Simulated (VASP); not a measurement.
# W (Im-3m) in VASP: a series of runs

The runs below take W through single point, relaxation of cell and atoms, with PBE.

Program: VASP 6.6.1. These are calculated values, not measurements. Logs are shortened: lines on timing, memory, paths and dates and some standing lists are left out, and cuts for length are marked.

### 1 The cell of the first run

The structure is cubic, space group Im-3m (No. 229). The conventional cell has a = 3.165 Å, b = 3.165 Å, c = 3.165 Å, α = 90.00°, β = 90.00°, γ = 90.00°. W (site symmetry m-3m) has 14 W at 2.74 to 3.16 Å within 3.6 Å.

### 2 Single point, PBE

The input, INCAR:

```
SYSTEM = W
PREC     = Accurate       ! precision mode
ENCUT    = 520            ! plane-wave cutoff, eV
EDIFF    = 1E-6           ! SCF threshold, eV
ISMEAR   = 0              ! smearing method
SIGMA    = 0.023          ! smearing width, eV
LREAL    = .FALSE.        ! projectors in reciprocal space
LASPH    = .TRUE.         ! aspherical terms in the spheres
NELM     = 80             ! most SCF steps
ALGO     = Normal         ! electronic algorithm
ISIF     = 2              ! what is computed and relaxed
LWAVE    = .FALSE.        ! write WAVECAR
LCHARG   = .FALSE.        ! write CHGCAR
GGA      = PE             ! functional
NBANDS   = 13             ! bands
```

The input, KPOINTS:

```
Automatic mesh
0
G
  12 12 12
  0 0 0
```

The input, POSCAR:

```
W
1.0
   -1.5823450000      1.5823450000      1.5823450000
    1.5823450000     -1.5823450000      1.5823450000
    1.5823450000      1.5823450000     -1.5823450000
W
1
Direct
    0.0000000000      0.0000000000      0.0000000000
```

Potentials or basis: VASP PAW PBE potentials, release 64 (W_sv).

Launch:

```console
$ cat potpaw_PBE.64/W_sv/POTCAR > POTCAR
$ mpirun -np 1 vasp_std > vasp.out
```

OUTCAR:

```text
SYSTEM = W
   PREC = Accurate
   ENCUT = 520
   EDIFF = 1E-6
   ISMEAR = 0
   LREAL = .FALSE.
   LASPH = .TRUE.
   NELM = 80
   ISIF = 2
   GGA = PE

 ion  position               nearest neighbor table
   1  0.000  0.000  0.000-

  LATTYP: Found a body centered cubic cell.
 ALAT       =     3.1646900000

  Lattice vectors:

 A1 = (  -1.5823450000,   1.5823450000,   1.5823450000)
 A2 = (   1.5823450000,  -1.5823450000,   1.5823450000)
 A3 = (   1.5823450000,   1.5823450000,  -1.5823450000)

Analysis of symmetry for initial positions (statically):
=====================================================================
 Subroutine PRICEL returns:
 Original cell was already a primitive cell.

 Routine SETGRP: Setting up the symmetry group for a
 body centered cubic supercell.

 Subroutine GETGRP returns: Found 48 space group operations
 (whereof 48 operations were pure point group operations)
 out of a pool of 48 trial point group operations.

The static configuration has the point symmetry O_h .

Analysis of symmetry for dynamics (positions and initial velocities):
=====================================================================
 Subroutine PRICEL returns:
 Original cell was already a primitive cell.

 Routine SETGRP: Setting up the symmetry group for a
 body centered cubic supercell.

 Subroutine GETGRP returns: Found 48 space group operations
 (whereof 48 operations were pure point group operations)
 out of a pool of 48 trial point group operations.

The dynamic configuration has the point symmetry O_h .

 Subroutine INISYM returns: Found 48 space group operations
 (whereof 48 operations are pure point group operations),
 and found     1 'primitive' translations

----------------------------------------------------------------------------------------

                                     Primitive cell

  volume of cell :      15.8476

  direct lattice vectors                    reciprocal lattice vectors
    -1.582345000  1.582345000  1.582345000     0.000000000  0.315986716  0.315986716
     1.582345000 -1.582345000  1.582345000     0.315986716  0.000000000  0.315986716
     1.582345000  1.582345000 -1.582345000     0.315986716  0.315986716  0.000000000

  length of vectors
     2.740701935  2.740701935  2.740701935     0.446872699  0.446872699  0.446872699

  position of ions in fractional coordinates (direct lattice)
     0.000000000  0.000000000  0.000000000

  ion indices of the primitive-cell ions
   primitive index   ion index
                 1           1

----------------------------------------------------------------------------------------

 KPOINTS: Automatic mesh

Automatic generation of k-mesh.
 Grid dimensions read from file:
 generate k-points for:   12   12   12

 Generating k-lattice:

  Cartesian coordinates                     Fractional coordinates (reciprocal lattice)
     0.000000000  0.026332226  0.026332226     0.083333333  0.000000000  0.000000000
     0.026332226  0.000000000  0.026332226     0.000000000  0.083333333  0.000000000
     0.026332226  0.026332226  0.000000000     0.000000000  0.000000000  0.083333333

  Length of vectors
     0.037239392  0.037239392  0.037239392

  Shift w.r.t. Gamma in fractional coordinates (k-lattice)
     0.000000000  0.000000000  0.000000000

 Subroutine IBZKPT returns following result:
 ===========================================

 Found     72 irreducible k-points:

 Following reciprocal coordinates:
            Coordinates               Weight
  0.000000  0.000000  0.000000      1.000000
  0.083333  0.000000  0.000000     12.000000
  0.166667  0.000000  0.000000     12.000000
  0.250000  0.000000  0.000000     12.000000
  0.333333  0.000000  0.000000     12.000000
  0.416667  0.000000  0.000000     12.000000
[... 16 lines left out ...]
  0.333333  0.083333  0.083333     24.000000
  0.416667  0.083333  0.083333     12.000000
 [... further k-points ...]
   k-points           NKPTS =     72   k-points in BZ     NKDIM =     72   number of bands    NBANDS=     13
   number of dos      NEDOS =    301   number of ions     NIONS =      1
   total plane-waves  NPLWV =   8000
   dimension x,y,z NGX =    20 NGY =   20 NGZ =   20
   dimension x,y,z NGXF=    40 NGYF=   40 NGZF=   40
   ions per type =               1
   NGX,Y,Z   is equivalent  to a cutoff of  12.13, 12.13, 12.13 a.u.
   NGXF,Y,Z  is equivalent  to a cutoff of  24.26, 24.26, 24.26 a.u.
 SYSTEM =  W
   PREC   = accura    normal or accurate (medium, high low for compatibility)
   ISTART =      0    job   : 0-new  1-cont  2-samecut
   ICHARG =      2    charge: 1-file 2-atom 10-const
   ISPIN  =      1    spin polarized calculation?
   LNONCOLLINEAR =      F non collinear calculations
   LSORBIT =      F    spin-orbit coupling
   LASPH  =      T    aspherical Exc in radial PAW
   ENCUT  =  520.0 eV  38.22 Ry    6.18 a.u.   5.10  5.10  5.10*2*pi/ulx,y,z
   NELM   =     80;   NELMIN=  2; NELMDL= -5     # of ELM steps
   EDIFF  = 0.1E-05   stopping-criterion for ELM
   LREAL  =      F    real-space projection
   EDIFFG = 0.1E-04   stopping-criterion for IOM
   NSW    =      0    number of steps for IOM
   IBRION =     -1    ionic relax: 0-MD 1-quasi-New 2-CG
   NFREE  =      0    steps in history (QN), initial steepest desc. (CG)
   ISIF   =      2    stress and relaxation
   ISYM   =      2    0-nonsym 1-usesym 2-fastsym
   POTIM  = 0.5000    time-step for ionic-motion
   TEBEG  =    0.0;   TEEND  =   0.0 temperature during run
   PSTRESS=    0.0 pullay stress
   NELECT =      14.0000    total number of electrons
   NUPDOWN=      -1.0000    fix difference up-down
   EMIN   =  10.00;   EMAX   =-10.00  energy-range for DOS
   EFERMI =   0.00;   METHOD = LEGACY
   ISMEAR =     0;   SIGMA  =   0.02  broadening in eV -4-tet -1-fermi 0-gaus
   EFERMI_NEDOS =   21; number of points for ismear=-14 and -15
   IALGO  =     38    algorithm
   IMIX   =      4    mixing-type and parameters
     AMIX     =   0.40;   BMIX     =  1.00
     AMIX_MAG =   1.60;   BMIX_MAG =  1.00
  volume/ion in A,a.u.               =      15.85       106.94
  Fermi-wavevector in a.u.,A,eV,Ry     =   1.570832  2.968442 33.572544  2.467512
  Thomas-Fermi vector in A             =   2.672506
   LORBIT       =      0    0 simple, 1 ext, 2 COOP (PROOUT), +10 PAW based schemes
   GGA     = PE    functional components
   LHFCALC =     F    Hartree Fock is set to
   AEXX    =    0.0000 exact exchange contribution
   IVDW    =     0    specifies the selected vdW correction
   LEPSILON=     F    determine dielectric tensor
   LRPA    =     F    only Hartree local field effects (RPA)
 non-spin polarized calculation
 Gauss-broadening in eV      SIGMA  =   0.02
  energy-cutoff  :      520.00
  volume of cell :       15.85
 maximum number of plane-waves:       438
   NGX = 11   NGY = 11   NGZ = 11

 number of electron      14.0000004 magnetization

 Free energy of the ion-electron system (eV)
  ---------------------------------------------------
  ext. energy  EPLUGINS =         0.00000000
  ---------------------------------------------------
  free energy    TOTEN  =       -12.94782834 eV

  energy without entropy =      -12.94747673  energy(sigma->0) =      -12.94765254

 E-fermi :  11.3309     XC(G=0): -13.6445

 val. band max:       11.3189591538   @ k =  -0.2500   0.3333   0.1667
 cond. band min:      11.3681599739   @ k =  -0.1667   0.1667   0.0833
 fundamental gap:      0.0492008201
 Fermi energy:        11.3309011182

 k-point     1 :       0.0000    0.0000    0.0000
  band No.  band energies     occupation
      1     -62.7510      2.00000
      2     -26.3110      2.00000
      3     -26.3110      2.00000
      4     -26.3110      2.00000
      5       1.8093      2.00000
      6      10.2114      2.00000
      7      10.2114      2.00000
      8      10.2114      2.00000
      9      13.7037      0.00000
     10      13.7037      0.00000
     11      25.9663      0.00000
     12      25.9663      0.00000
     13      25.9663      0.00000

 k-point     2 :       0.0833    0.0000    0.0000
  band No.  band energies     occupation
      1     -62.7421      2.00000
      2     -26.4042      2.00000
      3     -26.3401      2.00000
      4     -26.3114      2.00000
      5       2.1429      2.00000
      6      10.0103      2.00000
      7      10.1589      2.00000
      8      10.5353      2.00000
      9      13.4014      0.00000
     10      13.7069      0.00000
     11      26.2430      0.00000
     12      26.5344      0.00000
     13      26.7621      0.00000

 k-point     3 :       0.1667    0.0000    0.0000
  band No.  band energies     occupation
      1     -62.7177      2.00000
      2     -26.6530      2.00000
      3     -26.4187      2.00000
      4     -26.3127      2.00000
      5       3.0548      2.00000
      6       9.5051      2.00000
      7       9.9039      2.00000
      8      11.4828      0.00000
      9      13.0039      0.00000
     10      13.7495      0.00000
     11      26.7082      0.00000
     12      28.1316      0.00000
     13      28.3040      0.00000
[... 305 lines left out ...]
 k-point    23 :       0.3333    0.0833    0.0833
  band No.  band energies     occupation
      1     -62.6224      2.00000
      2     -27.4592      2.00000
      3     -26.7475      2.00000
      4     -26.4023      2.00000
      5       5.8667      2.00000
      6       7.9304      2.00000
      7      10.3637      2.00000
      8      13.8227      0.00000
      9      14.5020      0.00000
     10      18.0470      0.00000
     11      22.5191      0.00000
     12      24.1302      0.00000
     13      28.0141      0.00000

 k-point    24 :       0.4167    0.0833    0.0833
  band No.  band energies     occupation
      1     -62.6144      2.00000
      2     -27.5140      2.00000
      3     -26.7891      2.00000
      4     -26.4048      2.00000
      5       5.8322      2.00000
      6       7.8318      2.00000
      7      11.1705      2.00000
      8      13.8446      0.00000
      9      14.6163      0.00000
     10      18.8682      0.00000
     11      21.3778      0.00000
     12      23.6598      0.00000
     13      27.4852      0.00000

 [... further k-points ...]
[... 5 lines left out ...]
  --------------------------------------------------------------------------------------
  -------------------------------------------------------------------------------------
  Total        0.6587779      0.6587779      0.6587779      0.0000000      0.0000000      0.0000000
  in kB       66.6018211     66.6018211     66.6018211      0.0000000      0.0000000      0.0000000
  external PRESSURE =      66.6018211 kB  Pullay stress =       0.0000000 kB

 VOLUME and BASIS-vectors are now :
 -----------------------------------------------------------------------------
  energy-cutoff  :      520.00
  volume of cell :       15.85
      direct lattice vectors                 reciprocal lattice vectors
    -1.582345000  1.582345000  1.582345000     0.000000000  0.315986716  0.315986716
     1.582345000 -1.582345000  1.582345000     0.315986716  0.000000000  0.315986716
     1.582345000  1.582345000 -1.582345000     0.315986716  0.315986716  0.000000000

 POSITION                                       TOTAL-FORCE (eV/Angst)
 -----------------------------------------------------------------------------------
      0.00000      0.00000      0.00000         0.000000      0.000000      0.000000
 -----------------------------------------------------------------------------------
    total drift:                                0.000000     -0.000000      0.000000

  FREE ENERGIE OF THE ION-ELECTRON SYSTEM (eV)
  ---------------------------------------------------
  free  energy   TOTEN  =       -12.9478283441 eV

  energy  without entropy=      -12.9474767338  energy(sigma->0) =      -12.94765254
```

Run time: 8.9 s. Hardware: 1 thread of Intel Xeon 6975P-C, shared host; peak memory 0.13 GiB.

What came out:

| Item | Value |
| --- | --- |
| Free energy | -12.9478 eV |
| Pressure | 6.7 GPa |
| Band gap on the k mesh | zero (band 7 reaches 16.61 eV, above the bottom of band 8 at 10.21 eV) |

Levels at points of the mesh, in eV from the Fermi level:
```csv
k point,band 3,band 4,band 5,band 6,band 7,band 8,band 9,band 10,band 11,band 12
"(0.00, 0.00, 0.00)",-37.64,-37.64,-9.52,-1.12,-1.12,-1.12,2.37,2.37,14.64,14.64
"(0.50, 0.00, 0.00)",-38.06,-37.65,-6.16,-3.46,0.79,2.27,3.24,6.26,11.20,11.61
"(0.50, 0.50, 0.50)",-38.54,-38.54,-5.72,-5.72,5.28,5.28,5.28,8.36,8.36,8.36
```

Caveat: spin-orbit coupling is left out, which moves the levels of the heavy elements.

[end of part 1 of 2]
